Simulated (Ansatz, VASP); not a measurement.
## GaSb in VASP and in Ansatz

Contents of POSCAR:

```
GaSb
1.0
   -2.7349540204      2.7349540204      1.5800307924
    2.7349540204     -2.7349540204      1.5800307924
    2.7349540204      2.7349540204     -1.5800307924
Sb Ga
1 1
Direct
    0.0000000000      0.0000000000      0.0000000000
    0.7500000000      0.2500000000      0.5000000000
```

INCAR.step1

```
PREC = Accurate
ENCUT = 520
EDIFF = 1E-5
ISMEAR = -1
SIGMA = 0.05
LREAL = False
LASPH = True
NELM = 80
ALGO = Normal
ISIF = 2
LWAVE = True
GGA = PE
NBANDS = 16
KPAR = 4
```

Contents of INCAR.step2:

```
PREC = Accurate
ENCUT = 520
EDIFF = 1E-6
ISMEAR = -1
SIGMA = 0.05
LREAL = False
LASPH = True
NELM = 80
ALGO = Normal
ISIF = 2
LWAVE = False
LCHARG = True
GGA = PE
LHFCALC = True
AEXX = 0.25
PRECFOCK = Normal
LVHAR = True
ISTART = 1
NBANDS = 16
KPAR = 4
```

KPOINTS

```
Automatic mesh
0
Gamma
  6 6 6
```

input.yaml

```yaml
crystal:
  lattice:
    - [-2.7349540204, 2.7349540204, 1.5800307924]
    - [2.7349540204, -2.7349540204, 1.5800307924]
    - [2.7349540204, 2.7349540204, -1.5800307924]
  atoms:
    - { symbol: Sb, position: [0.0, 0.0, 0.0] }
    - { symbol: Ga, position: [0.75, 0.25, 0.5] }
hamiltonian:
  xc: pbe0
  pseudopotentials: { kind: paw }
kpoints:
  mp_grid: { grid: [6, 6, 6] }
scf:
  occupations: { method: fermi_dirac, width: 0.05 }
output:
  forces: true
  stress: true
  eigenvalues: true
```

Alike in both runs: task single point; functional PBE0; k mesh 6 × 6 × 6; occupations fermi-dirac, width 0.05 eV; no spin polarisation.

|  | VASP | Ansatz |
| --- | --- | --- |
| version | VASP 6.6.1 | Ansatz 0.2.0 |
| potentials or method | VASP PAW PBE potentials, release 64 (Sb, Ga_d) | Ansatz PAW |
| plane-wave cutoff (eV) | 520 | 420 |
| valence electrons in the cell | 18 | 28 |

```csv
,VASP,Ansatz,Ansatz less VASP
gap on the k mesh at the Fermi level (eV),none,none,-
pressure (GPa),-1.2,-0.6,+0.59
"traceless stress, the component that is largest in VASP (GPa)",-2.12,-2.17,-0.048
```

A gap of «none» marks a metal or a gap that the smearing closes. VASP's potentials hold 18 valence electrons a cell and Ansatz's 28, so a difference there can come from the potentials and not from the codes.

The k mesh is coarse, so the values compare programs but aren't converged. Spin-orbit coupling is off throughout.
